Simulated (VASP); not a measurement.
# Pb (P6_3/mmc) in VASP: notebook

Aim: see how the results for Pb move with the level of theory and the settings. Levels: PBE0, PBEsol. Tasks: single point, relaxation of cell and atoms.

All numbers are computed with VASP 6.6.1; they aren't measurements. Logs are shortened: lines on timing, memory, paths and dates and some standing lists are left out, and cuts for length are marked.

## Step 1: The cell of the first run

The structure is hexagonal, space group P6_3/mmc (No. 194). The conventional cell has a = 3.433 Å, b = 3.433 Å, c = 5.514 Å, α = 90.00°, β = 90.00°, γ = 120.00°. Pb (site symmetry -6m2) has 12 Pb at 3.40 to 3.43 Å within 4.5 Å.

This isn't the form of Pb at room conditions, which is fcc.

## Step 2: Single point, PBE0

The input, POSCAR:

```
Pb
1.0
    3.4329672075      0.0000000000      0.0000000000
   -1.7164836037      2.9730368121      0.0000000000
    0.0000000000      0.0000000000      5.5144501982
Pb
2
Direct
    0.6666666667      0.3333333333      0.7500000000
    0.3333333333      0.6666666667      0.2500000000
```

The input, INCAR.step1:

```
  ALGO = Normal
  EDIFF = 1E-5
  ENCUT = 520
  GGA = PE
  ISIF = 2
  ISMEAR = -1
  LASPH = True
  LREAL = False
  LWAVE = True
  NBANDS = 21
  NELM = 60
  PREC = Accurate
  SIGMA = 0.05
```

The input, INCAR.step2:

```
  AEXX = 0.25
  ALGO = Normal
  EDIFF = 1E-6
  ENCUT = 520
  GGA = PE
  ISIF = 2
  ISMEAR = -1
  ISTART = 1
  LASPH = True
  LCHARG = True
  LELF = True
  LHFCALC = True
  LREAL = False
  LVHAR = True
  LWAVE = False
  NBANDS = 21
  NELM = 60
  PREC = Accurate
  PRECFOCK = Normal
  SIGMA = 0.05
```

The input, KPOINTS:

```
k-points
0
Gamma
  4 4 4
```

Potentials or basis: VASP PAW PBE potentials, release 64 (Pb_d).

Launch:

```sh
cat potpaw_PBE.64/Pb_d/POTCAR > POTCAR
cp INCAR.step1 INCAR
mpirun -np 1 vasp_std > vasp.out
cp INCAR.step2 INCAR
mpirun -np 1 vasp_std > vasp.out
```

OUTCAR:

```text
AEXX = 0.25
   EDIFF = 1E-6
   ENCUT = 520
   GGA = PE
   ISIF = 2
   ISMEAR = -1
   ISTART = 1
   LASPH = True
   LHFCALC = True
   LREAL = False
   NELM = 60
   PREC = Accurate
   PRECFOCK = Normal

 ion  position               nearest neighbor table
   1  0.667  0.333  0.750-   2 3.40   2 3.40   2 3.40   2 3.40   2 3.40   2 3.40
   2  0.333  0.667  0.250-   1 3.40   1 3.40   1 3.40   1 3.40   1 3.40   1 3.40

  LATTYP: Found a hexagonal cell.
 ALAT       =     3.4329672075
 C/A-ratio  =     1.6063218391

  Lattice vectors:

 A1 = (   3.4329672075,   0.0000000000,   0.0000000000)
 A2 = (  -1.7164836037,   2.9730368121,   0.0000000000)
 A3 = (   0.0000000000,   0.0000000000,   5.5144501982)

Analysis of symmetry for initial positions (statically):
=====================================================================
 Subroutine PRICEL returns:
 Original cell was already a primitive cell.

 Routine SETGRP: Setting up the symmetry group for a
 hexagonal supercell.

 Subroutine GETGRP returns: Found 24 space group operations
 (whereof 12 operations were pure point group operations)
 out of a pool of 24 trial point group operations.

The static configuration has the point symmetry D_3d.
 The point group associated with its full space group is D_6h.

Analysis of symmetry for dynamics (positions and initial velocities):
=====================================================================
 Subroutine PRICEL returns:
 Original cell was already a primitive cell.

 Routine SETGRP: Setting up the symmetry group for a
 hexagonal supercell.

 Subroutine GETGRP returns: Found 24 space group operations
 (whereof 12 operations were pure point group operations)
 out of a pool of 24 trial point group operations.

The dynamic configuration has the point symmetry D_3d.
 The point group associated with its full space group is D_6h.

 Subroutine INISYM returns: Found 24 space group operations
 (whereof 12 operations are pure point group operations),
 and found     1 'primitive' translations

----------------------------------------------------------------------------------------

                                     Primitive cell

  volume of cell :      56.2823

  direct lattice vectors                    reciprocal lattice vectors
     3.432967207  0.000000000  0.000000000     0.291293199  0.168178207  0.000000000
    -1.716483604  2.973036812  0.000000000     0.000000000  0.336356414  0.000000000
     0.000000000  0.000000000  5.514450198     0.000000000  0.000000000  0.181341741

  length of vectors
     3.432967207  3.432967208  5.514450198     0.336356414  0.336356414  0.181341741

  position of ions in fractional coordinates (direct lattice)
     0.666666667  0.333333333  0.750000000
     0.333333333  0.666666667  0.250000000

  ion indices of the primitive-cell ions
   primitive index   ion index
                 1           1
                 2           2

----------------------------------------------------------------------------------------

 KPOINTS: k-points

Automatic generation of k-mesh.
 Grid dimensions read from file:
 generate k-points for:    4    4    4

 Generating k-lattice:

  Cartesian coordinates                     Fractional coordinates (reciprocal lattice)
     0.072823300  0.042044552  0.000000000     0.250000000  0.000000000  0.000000000
     0.000000000  0.084089103  0.000000000     0.000000000  0.250000000  0.000000000
     0.000000000  0.000000000  0.045335435     0.000000000  0.000000000  0.250000000

  Length of vectors
     0.084089103  0.084089103  0.045335435

  Shift w.r.t. Gamma in fractional coordinates (k-lattice)
     0.000000000  0.000000000  0.000000000

 Subroutine IBZKPT returns following result:
 ===========================================

 Found     12 irreducible k-points:

 Following reciprocal coordinates:
            Coordinates               Weight
  0.000000  0.000000  0.000000      1.000000
  0.250000  0.000000  0.000000      6.000000
  0.500000  0.000000  0.000000      3.000000
  0.250000  0.250000  0.000000      6.000000
  0.000000  0.000000  0.250000      2.000000
  0.250000  0.000000  0.250000     12.000000
  0.500000  0.000000  0.250000      6.000000
  0.250000  0.250000  0.250000     12.000000
  0.000000  0.000000  0.500000      1.000000
  0.250000  0.000000  0.500000      6.000000
  0.500000  0.000000  0.500000      3.000000
  0.250000  0.250000  0.500000      6.000000
   k-points           NKPTS =     12   k-points in BZ     NKDIM =     64   number of bands    NBANDS=     21
   number of dos      NEDOS =    301   number of ions     NIONS =      2
   total plane-waves  NPLWV =  32928
   dimension x,y,z NGX =    28 NGY =   28 NGZ =   42
   dimension x,y,z NGXF=    56 NGYF=   56 NGZF=   84
   ions per type =               2
   NGX,Y,Z   is equivalent  to a cutoff of  13.56, 13.56, 12.66 a.u.
   NGXF,Y,Z  is equivalent  to a cutoff of  27.12, 27.12, 25.32 a.u.
 SYSTEM =  unknown system
   PREC   = accura    normal or accurate (medium, high low for compatibility)
   ISTART =      1    job   : 0-new  1-cont  2-samecut
   ICHARG =      0    charge: 1-file 2-atom 10-const
   ISPIN  =      1    spin polarized calculation?
   LNONCOLLINEAR =      F non collinear calculations
   LSORBIT =      F    spin-orbit coupling
   LASPH  =      T    aspherical Exc in radial PAW
   ENCUT  =  520.0 eV  38.22 Ry    6.18 a.u.   6.38  6.38 10.25*2*pi/ulx,y,z
   NELM   =     60;   NELMIN=  2; NELMDL=  0     # of ELM steps
   EDIFF  = 0.1E-05   stopping-criterion for ELM
   LREAL  =      F    real-space projection
   EDIFFG = 0.1E-04   stopping-criterion for IOM
   NSW    =      0    number of steps for IOM
   IBRION =     -1    ionic relax: 0-MD 1-quasi-New 2-CG
   NFREE  =      0    steps in history (QN), initial steepest desc. (CG)
   ISIF   =      2    stress and relaxation
   ISYM   =      3    0-nonsym 1-usesym 2-fastsym
   POTIM  = 0.5000    time-step for ionic-motion
   TEBEG  =    0.0;   TEEND  =   0.0 temperature during run
   PSTRESS=    0.0 pullay stress
   NELECT =      28.0000    total number of electrons
   NUPDOWN=      -1.0000    fix difference up-down
   EMIN   =  10.00;   EMAX   =-10.00  energy-range for DOS
   EFERMI =   0.00;   METHOD = LEGACY
   ISMEAR =    -1;   SIGMA  =   0.05  broadening in eV -4-tet -1-fermi 0-gaus
   EFERMI_NEDOS =   21; number of points for ismear=-14 and -15
   IALGO  =     38    algorithm
   IMIX   =      1    mixing-type and parameters
     AMIX     =   0.40;   BMIX     =  1.00
     AMIX_MAG =   1.60;   BMIX_MAG =  1.00
  volume/ion in A,a.u.               =      28.14       189.91
  Fermi-wavevector in a.u.,A,eV,Ry     =   1.297190  2.451333 22.894535  1.682701
  Thomas-Fermi vector in A             =   2.428598
   LORBIT       =      0    0 simple, 1 ext, 2 COOP (PROOUT), +10 PAW based schemes
   GGA     = PE    functional components
   LHFCALC =     T    Hartree Fock is set to
   PRECFOCK=normal    Normal, Fast or Accurate (Low or Medium for compatibility)
   ENCUT4O =  -1.0   cutoff for four orbital integrals eV
   NKREDX  =     1    reduce k-point grid by
   NKREDY  =     1    reduce k-point grid by
   NKREDZ  =     1    reduce k-point grid by
   AEXX    =    0.2500 exact exchange contribution
   HFSCREEN=    0.0000 screening length (either q_TF or 0.3 A-1)
   HFSCREENC=   0.0000 screening length for correlation (either q_TF or 0.3 A-1)
   ENCUTFOCK=  -1.0 apply spherical cutoff to Coloumb kernel
   IVDW    =     0    specifies the selected vdW correction
   LEPSILON=     F    determine dielectric tensor
   LRPA    =     F    only Hartree local field effects (RPA)
 non-spin polarized calculation
  energy-cutoff  :      520.00
  volume of cell :       56.28
 maximum number of plane-waves:      1534
 NGX is ok and might be reduce to    28
  NGX = 20; NGY = 20; NGZ = 32

 number of electron      28.0000001 magnetization

 Free energy of the ion-electron system (eV)
  ---------------------------------------------------
  ext. energy  EPLUGINS =         0.00000000
  ---------------------------------------------------
  free energy    TOTEN  =        -8.84394486 eV

  energy without entropy =       -8.83065513  energy(sigma->0) =       -8.83729999

 E-fermi :   7.8719     XC(G=0):  -8.3369

 val. band max:        7.8337632135   @ k =   0.2500   0.2500   0.2500
 cond. band min:       8.6248180201   @ k =   0.2500   0.0000   0.5000
 fundamental gap:      0.7910548066
 Fermi energy:         7.8718721064

 k-point     1 :       0.0000    0.0000    0.0000
  band No.  band energies     occupation
      1     -11.5137      2.00000
      2     -11.4432      2.00000
      3     -11.4244      2.00000
      4     -11.4244      2.00000
      5     -11.3942      2.00000
      6     -11.3942      2.00000
[... 13 lines left out ...]
     20      18.2070      0.00000
     21      20.9036      0.00000

 k-point     2 :       0.2500    0.0000    0.0000
  band No.  band energies     occupation
      1     -11.5659      2.00000
      2     -11.4334      2.00000
      3     -11.4317      2.00000
      4     -11.4047      2.00000
      5     -11.3730      2.00000
      6     -11.2734      2.00000
[... 13 lines left out ...]
     20      18.7309      0.00000
     21      20.2526      0.00000

 k-point     3 :       0.5000    0.0000    0.0000
  band No.  band energies     occupation
      1     -11.6496      2.00000
      2     -11.5348      2.00000
      3     -11.4683      2.00000
      4     -11.4547      2.00000
      5     -11.2938      2.00000
      6     -11.2850      2.00000
[... 13 lines left out ...]
     20      17.5359      0.00000
     21      19.8585      0.00000
[... 169 lines left out ...]
 k-point    11 :       0.5000    0.0000    0.5000
  band No.  band energies     occupation
      1     -11.5561      2.00000
      2     -11.5561      2.00000
      3     -11.5170      2.00000
      4     -11.5170      2.00000
      5     -11.2810      2.00000
      6     -11.2810      2.00000
[... 13 lines left out ...]
     20      16.0200      0.00000
     21      17.7634      0.00000

 k-point    12 :       0.2500    0.2500    0.5000
  band No.  band energies     occupation
      1     -11.5179      2.00000
      2     -11.5179      2.00000
      3     -11.3917      2.00000
      4     -11.3917      2.00000
      5     -11.3182      2.00000
      6     -11.3182      2.00000
[... 13 lines left out ...]
     20      18.9998      0.00000
     21      19.8564      0.00000

------------------------ aborting loop because EDIFF is reached ----------------------------------------

  FORCE on cell =-STRESS in cart. coord.  units (eV):
  Direction    XX          YY          ZZ          XY          YZ          ZX
  --------------------------------------------------------------------------------------
  -------------------------------------------------------------------------------------
  Total        1.9821174      1.9821174     -0.4507249      0.0000000     -0.0000000     -0.0000000
  in kB       56.4245098     56.4245098    -12.8306879      0.0000000     -0.0000000     -0.0000000
  external PRESSURE =      33.3394439 kB  Pullay stress =       0.0000000 kB

 VOLUME and BASIS-vectors are now :
 -----------------------------------------------------------------------------
  energy-cutoff  :      520.00
  volume of cell :       56.28
      direct lattice vectors                 reciprocal lattice vectors
     3.432967207  0.000000000  0.000000000     0.291293199  0.168178207  0.000000000
    -1.716483604  2.973036812  0.000000000     0.000000000  0.336356414  0.000000000
     0.000000000  0.000000000  5.514450198     0.000000000  0.000000000  0.181341741

 POSITION                                       TOTAL-FORCE (eV/Angst)
 -----------------------------------------------------------------------------------
      1.71648      0.99101      4.13584         0.000000     -0.000000     -0.000000
     -0.00000      1.98202      1.37861        -0.000000      0.000000      0.000000
 -----------------------------------------------------------------------------------
    total drift:                                0.000001      0.000000     -0.000000

  FREE ENERGIE OF THE ION-ELECTRON SYSTEM (eV)
  ---------------------------------------------------
  free  energy   TOTEN  =        -8.8439448554 eV

  energy  without entropy=       -8.8306551303  energy(sigma->0) =       -8.83729999
```

Wall time 19 min (1 thread of Intel Xeon Platinum 8488C (Sapphire Rapids), shared host); peak memory 0.19 GiB.

What came out:

```yaml
Free_energy: -8.8439 eV
Pressure: 3.3 GPa
Band_gap_on_the_k_mesh: zero (bands 14 and 15 overlap by 8.12 eV)
```

Stress tensor (GPa, compression positive):
```
 5.64  0.00  0.00
 0.00  5.64  0.00
 0.00  0.00 -1.28
```

Caveat: the k points lie up to 0.53 Å⁻¹ apart, too coarse for converged energies and pressures of a metal; the PAW data sets were made with another functional, which shifts forces and pressure a little; spin-orbit coupling is left out, which moves the levels of the heavy elements.

(Continued in part 2 of 2.)

The gap in the log of VASP goes by the Fermi energy; the results here count the filled bands.